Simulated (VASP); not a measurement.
# Pb (P6_3/mmc) in VASP: notebook, part 2 of 2

VASP 6.6.1.

## 3. Single point, BLYP

File INCAR:

```
AGGAC = 1.0 ; AGGAX = 1.0
ALDAC = 0.0 ; ALDAX = 1.0
ALGO = Fast ; EDIFF = 1E-6
ENCUT = 520 ; GGA = B5
ISIF = 2 ; ISMEAR = -1
LASPH = T ; LCHARG = F
LREAL = F ; LWAVE = F
NBANDS = 21 ; NELM = 60
PREC = Accurate ; SIGMA = 0.05
```

File KPOINTS:

```
k-points
0
Gamma
  9 9 5
```

File POSCAR:

```
Pb
1.0
    3.4800000000      0.0000000000      0.0000000000
   -1.7400000000      3.0137684052      0.0000000000
    0.0000000000      0.0000000000      5.5900000000
Pb
2
Direct
    0.6666666667      0.3333333333      0.7500000000
    0.3333333333      0.6666666667      0.2500000000
```

Potentials or basis: VASP PAW PBE potentials, release 64 (Pb_d).

Started as:

```bash
$ cat potpaw_PBE.64/Pb_d/POTCAR > POTCAR
$ mpirun -np 1 vasp_std > vasp.out
```

OUTCAR:

```text
EDIFF = 1E-6
   ENCUT = 520
   GGA = B5
   ISIF = 2
   ISMEAR = -1
   LASPH = T
   LREAL = F
   NELM = 60
   PREC = Accurate

 ion  position               nearest neighbor table
   1  0.667  0.333  0.750-   2 3.44   2 3.44   2 3.44   2 3.44   2 3.44   2 3.44
   2  0.333  0.667  0.250-   1 3.44   1 3.44   1 3.44   1 3.44   1 3.44   1 3.44

  LATTYP: Found a hexagonal cell.
 ALAT       =     3.4800000000
 C/A-ratio  =     1.6063218391

  Lattice vectors:

 A1 = (   3.4800000000,   0.0000000000,   0.0000000000)
 A2 = (  -1.7400000000,   3.0137684052,   0.0000000000)
 A3 = (   0.0000000000,   0.0000000000,   5.5900000000)

Analysis of symmetry for initial positions (statically):
=====================================================================
 Subroutine PRICEL returns:
 Original cell was already a primitive cell.

 Routine SETGRP: Setting up the symmetry group for a
 hexagonal supercell.

 Subroutine GETGRP returns: Found 24 space group operations
 (whereof 12 operations were pure point group operations)
 out of a pool of 24 trial point group operations.

The static configuration has the point symmetry D_3d.
 The point group associated with its full space group is D_6h.

Analysis of symmetry for dynamics (positions and initial velocities):
=====================================================================
 Subroutine PRICEL returns:
 Original cell was already a primitive cell.

 Routine SETGRP: Setting up the symmetry group for a
 hexagonal supercell.

 Subroutine GETGRP returns: Found 24 space group operations
 (whereof 12 operations were pure point group operations)
 out of a pool of 24 trial point group operations.

The dynamic configuration has the point symmetry D_3d.
 The point group associated with its full space group is D_6h.

 Subroutine INISYM returns: Found 24 space group operations
 (whereof 12 operations are pure point group operations),
 and found     1 'primitive' translations

----------------------------------------------------------------------------------------

                                     Primitive cell

  volume of cell :      58.6274

  direct lattice vectors                    reciprocal lattice vectors
     3.480000000  0.000000000  0.000000000     0.287356322  0.165905250  0.000000000
    -1.740000000  3.013768405  0.000000000     0.000000000  0.331810500  0.000000000
     0.000000000  0.000000000  5.590000000     0.000000000  0.000000000  0.178890877

  length of vectors
     3.480000000  3.480000000  5.590000000     0.331810500  0.331810500  0.178890877

  position of ions in fractional coordinates (direct lattice)
     0.666666667  0.333333333  0.750000000
     0.333333333  0.666666667  0.250000000

  ion indices of the primitive-cell ions
   primitive index   ion index
                 1           1
                 2           2

----------------------------------------------------------------------------------------

 KPOINTS: k-points

Automatic generation of k-mesh.
 Grid dimensions read from file:
 generate k-points for:    9    9    5

 Generating k-lattice:

  Cartesian coordinates                     Fractional coordinates (reciprocal lattice)
     0.031928480  0.018433917  0.000000000     0.111111111 -0.000000000  0.000000000
     0.000000000  0.036867833  0.000000000     0.000000000  0.111111111  0.000000000
     0.000000000  0.000000000  0.035778175     0.000000000  0.000000000  0.200000000

  Length of vectors
     0.036867833  0.036867833  0.035778175

  Shift w.r.t. Gamma in fractional coordinates (k-lattice)
     0.000000000  0.000000000  0.000000000

 Subroutine IBZKPT returns following result:
 ===========================================

 Found     36 irreducible k-points:

 Following reciprocal coordinates:
            Coordinates               Weight
  0.000000  0.000000  0.000000      1.000000
  0.111111  0.000000  0.000000      6.000000
  0.222222  0.000000  0.000000      6.000000
  0.333333  0.000000  0.000000      6.000000
  0.444444  0.000000  0.000000      6.000000
  0.111111  0.111111  0.000000      6.000000
[... 16 lines left out ...]
  0.333333  0.222222  0.200000     24.000000
  0.333333  0.333333  0.200000      4.000000
 [... further k-points ...]
   k-points           NKPTS =     36   k-points in BZ     NKDIM =     36   number of bands    NBANDS=     21
   number of dos      NEDOS =    301   number of ions     NIONS =      2
   total plane-waves  NPLWV =  32928
   dimension x,y,z NGX =    28 NGY =   28 NGZ =   42
   dimension x,y,z NGXF=    56 NGYF=   56 NGZF=   84
   ions per type =               2
   NGX,Y,Z   is equivalent  to a cutoff of  13.38, 13.38, 12.49 a.u.
   NGXF,Y,Z  is equivalent  to a cutoff of  26.75, 26.75, 24.98 a.u.
 SYSTEM =  unknown system
   PREC   = accura    normal or accurate (medium, high low for compatibility)
   ISTART =      0    job   : 0-new  1-cont  2-samecut
   ICHARG =      2    charge: 1-file 2-atom 10-const
   ISPIN  =      1    spin polarized calculation?
   LNONCOLLINEAR =      F non collinear calculations
   LSORBIT =      F    spin-orbit coupling
   LASPH  =      T    aspherical Exc in radial PAW
   ENCUT  =  520.0 eV  38.22 Ry    6.18 a.u.   6.47  6.47 10.39*2*pi/ulx,y,z
   NELM   =     60;   NELMIN=  2; NELMDL= -5     # of ELM steps
   EDIFF  = 0.1E-05   stopping-criterion for ELM
   LREAL  =      F    real-space projection
   EDIFFG = 0.1E-04   stopping-criterion for IOM
   NSW    =      0    number of steps for IOM
   IBRION =     -1    ionic relax: 0-MD 1-quasi-New 2-CG
   NFREE  =      0    steps in history (QN), initial steepest desc. (CG)
   ISIF   =      2    stress and relaxation
   ISYM   =      2    0-nonsym 1-usesym 2-fastsym
   POTIM  = 0.5000    time-step for ionic-motion
   TEBEG  =    0.0;   TEEND  =   0.0 temperature during run
   PSTRESS=    0.0 pullay stress
   NELECT =      28.0000    total number of electrons
   NUPDOWN=      -1.0000    fix difference up-down
   EMIN   =  10.00;   EMAX   =-10.00  energy-range for DOS
   EFERMI =   0.00;   METHOD = LEGACY
   ISMEAR =    -1;   SIGMA  =   0.05  broadening in eV -4-tet -1-fermi 0-gaus
   EFERMI_NEDOS =   21; number of points for ismear=-14 and -15
   IALGO  =     68    algorithm
   IMIX   =      4    mixing-type and parameters
     AMIX     =   0.40;   BMIX     =  1.00
     AMIX_MAG =   1.60;   BMIX_MAG =  1.00
  volume/ion in A,a.u.               =      29.31       197.82
  Fermi-wavevector in a.u.,A,eV,Ry     =   1.279658  2.418203 22.279870  1.637524
  Thomas-Fermi vector in A             =   2.412131
   LORBIT       =      0    0 simple, 1 ext, 2 COOP (PROOUT), +10 PAW based schemes
   GGA     = B5    functional components
   LHFCALC =     F    Hartree Fock is set to
   AEXX    =    0.0000 exact exchange contribution
   IVDW    =     0    specifies the selected vdW correction
   LEPSILON=     F    determine dielectric tensor
   LRPA    =     F    only Hartree local field effects (RPA)
 non-spin polarized calculation
 RMM-DIIS sequential band-by-band and
  energy-cutoff  :      520.00
  volume of cell :       58.63
 maximum number of plane-waves:      1595
 NGX is ok and might be reduce to    28
   NGX = 13   NGY = 13   NGZ = 21

 number of electron      28.0000005 magnetization

 Free energy of the ion-electron system (eV)
  ---------------------------------------------------
  ext. energy  EPLUGINS =         0.00000000
  ---------------------------------------------------
  free energy    TOTEN  =        -5.45144490 eV

  energy without entropy =       -5.43974019  energy(sigma->0) =       -5.44559255

 E-fermi :   8.1524     XC(G=0):  -9.7549

 val. band max:        8.0339513853   @ k =   0.3333   0.2222   0.0000
 cond. band min:       8.1604867184   @ k =   0.3333   0.1111   0.2000
 fundamental gap:      0.1265353331
 Fermi energy:         8.1523771238

 k-point     1 :       0.0000    0.0000    0.0000
  band No.  band energies     occupation
      1      -8.9724      2.00000
      2      -8.9263      2.00000
      3      -8.9263      2.00000
      4      -8.9250      2.00000
      5      -8.9014      2.00000
      6      -8.9014      2.00000
[... 13 lines left out ...]
     20      17.5516      0.00000
     21      19.9208      0.00000

 k-point     2 :       0.1111    0.0000    0.0000
  band No.  band energies     occupation
      1      -8.9761      2.00000
      2      -8.9404      2.00000
      3      -8.8990      2.00000
      4      -8.8957      2.00000
      5      -8.8805      2.00000
      6      -8.8718      2.00000
[... 520 lines left out ...]
 k-point    24 :       0.3333    0.3333    0.2000
  band No.  band energies     occupation
      1      -9.0063      2.00000
      2      -8.9323      2.00000
      3      -8.9323      2.00000
      4      -8.8242      2.00000
      5      -8.8216      2.00000
      6      -8.8216      2.00000
[... 13 lines left out ...]
     20      20.9446      0.00000
     21      20.9464      0.00000

 [... further k-points ...]
[... 5 lines left out ...]
  --------------------------------------------------------------------------------------
  -------------------------------------------------------------------------------------
  Total        2.5670458      2.5670458      3.8872773     -0.0000000      0.0000000      0.0000000
  in kB       70.1525195     70.1525195    106.2319546     -0.0000000      0.0000000      0.0000000
  external PRESSURE =      82.1789979 kB  Pullay stress =       0.0000000 kB

 VOLUME and BASIS-vectors are now :
 -----------------------------------------------------------------------------
  energy-cutoff  :      520.00
  volume of cell :       58.63
      direct lattice vectors                 reciprocal lattice vectors
     3.480000000  0.000000000  0.000000000     0.287356322  0.165905250  0.000000000
    -1.740000000  3.013768405  0.000000000     0.000000000  0.331810500  0.000000000
     0.000000000  0.000000000  5.590000000     0.000000000  0.000000000  0.178890877

 POSITION                                       TOTAL-FORCE (eV/Angst)
 -----------------------------------------------------------------------------------
      1.74000      1.00459      4.19250         0.000000      0.000000      0.000000
     -0.00000      2.00918      1.39750        -0.000000     -0.000000      0.000000
 -----------------------------------------------------------------------------------
    total drift:                               -0.000000      0.000000      0.000000

  FREE ENERGIE OF THE ION-ELECTRON SYSTEM (eV)
  ---------------------------------------------------
  free  energy   TOTEN  =        -5.4514449038 eV

  energy  without entropy=       -5.4397401943  energy(sigma->0) =       -5.44559255
```

stdout:

```text
POSCAR found type information on POSCAR Pb
 POSCAR found :  1 types and       2 ions
 scaLAPACK will be used
 -----------------------------------------------------------------------------
|                                                                             |
|                                                                             |
|     You enforced a specific xc type in the INCAR file but a different       |
|     I HOPE YOU KNOW WHAT YOU ARE DOING!                                     |
|                                                                             |
 -----------------------------------------------------------------------------

 LDA part: xc-table for (Slater(with rela. corr.)+VWN5), standard interpolation
 POSCAR, INCAR and KPOINTS ok, starting setup
 FFT: planning ... GRIDC
 FFT: planning ... GRID_SOFT
 FFT: planning ... GRID
 WAVECAR not read
 entering main loop
```

Wall time 44 s (1 thread of Intel Xeon Platinum 8375C at 2.90GHz (Ice Lake), shared host); peak memory 0.19 GiB.

What came out:

| Item | Value |
| --- | --- |
| Free energy | -5.4514 eV |
| Pressure | 8.2 GPa |
| Band gap on the k mesh | zero (band 14 reaches 13.75 eV, above the bottom of band 15 at 6.22 eV) |

Stress tensor (GPa, compression positive):
```
 7.02  0.00  0.00
 0.00  7.02  0.00
 0.00  0.00 10.62
```

Caveat: the PAW data sets were made with another functional, which shifts forces and pressure a little; spin-orbit coupling is left out, which moves the levels of the heavy elements.

## 4. Single point, r2SCAN

POSCAR is that of step 3.

File INCAR.step1:

```
  PREC = Accurate
  ENCUT = 520
  ISMEAR = -1
  SIGMA = 0.05
  LREAL = False
  LASPH = True
  NELM = 100
  NBANDS = 21
  GGA = PE
  ALGO = Normal
  EDIFF = 1E-4
  LWAVE = True
  LCHARG = False
```

File INCAR.step2:

```
  PREC = Accurate
  ENCUT = 520
  EDIFF = 1E-7
  ISMEAR = -1
  SIGMA = 0.05
  LREAL = False
  LASPH = True
  NELM = 100
  ALGO = Normal
  ISIF = 2
  LWAVE = False
  LCHARG = False
  METAGGA = R2SCAN
  LMIXTAU = True
  NBANDS = 21
  ISTART = 1
```

File KPOINTS:

```
Automatic mesh
0
Gamma
  9 9 5
```

Started as:

```bash
$ cat potpaw_PBE.64/Pb_d/POTCAR > POTCAR
$ cp INCAR.step1 INCAR
$ mpirun -np 1 vasp_std > vasp.out
$ cp INCAR.step2 INCAR
$ mpirun -np 1 vasp_std > vasp.out
```

Run time: 2.1 min. Hardware: 1 thread of Intel Xeon Platinum 8375C at 2.90GHz (Ice Lake), shared host; peak memory 0.2 GiB.

It converged, with:

```yaml
Free_energy: -112.4728 eV
Pressure: 2.9 GPa
Band_gap_on_the_k_mesh: zero (band 14 reaches 13.56 eV, above the bottom of band 15 at 5.52 eV)
```

Stress tensor (GPa, compression positive):
```
1.52 0.00 0.00
0.00 1.52 0.00
0.00 0.00 5.65
```

Levels at points of the mesh, in eV from the Fermi level:
| k point | band 10 | band 11 | band 12 | band 13 | band 14 | band 15 | band 16 | band 17 | band 18 | band 19 |
| --- | --- | --- | --- | --- | --- | --- | --- | --- | --- | --- |
| (0.00, 0.00, 0.00) | -17.42 | -12.52 | -8.32 | -4.49 | 5.81 | 5.81 | 7.81 | 7.81 | 8.53 | 9.37 |

Caveat: the PAW data sets were made with another functional, which shifts forces and pressure a little; spin-orbit coupling is left out, which moves the levels of the heavy elements.

## 5. Summary

| level | gap on the mesh (eV) | pressure (GPa) |
| --- | --- | --- |
| revPBE | none | 5.3 |
| BLYP | none | 8.2 |
| r2SCAN | none | 2.9 |

Alike in all rows: task single point; potentials or basis VASP PAW PBE potentials, release 64 (Pb_d); no spin polarisation; cell as given; k mesh 9 × 9 × 5; cutoff (eV) 520; smearing fermi-dirac 0.05 eV.

Every run on the cell as given and a fine mesh finds a metal. The pressure there spans 2.9 GPa (r2SCAN) to 8.2 GPa (BLYP); a positive pressure means that this level wants a larger cell, a negative one a smaller.

Caveats: the PAW data sets were made with another functional, which shifts forces and pressure a little; spin-orbit coupling is left out, which moves the levels of the heavy elements.

Absolute energies hang on the potentials; compare differences alone.
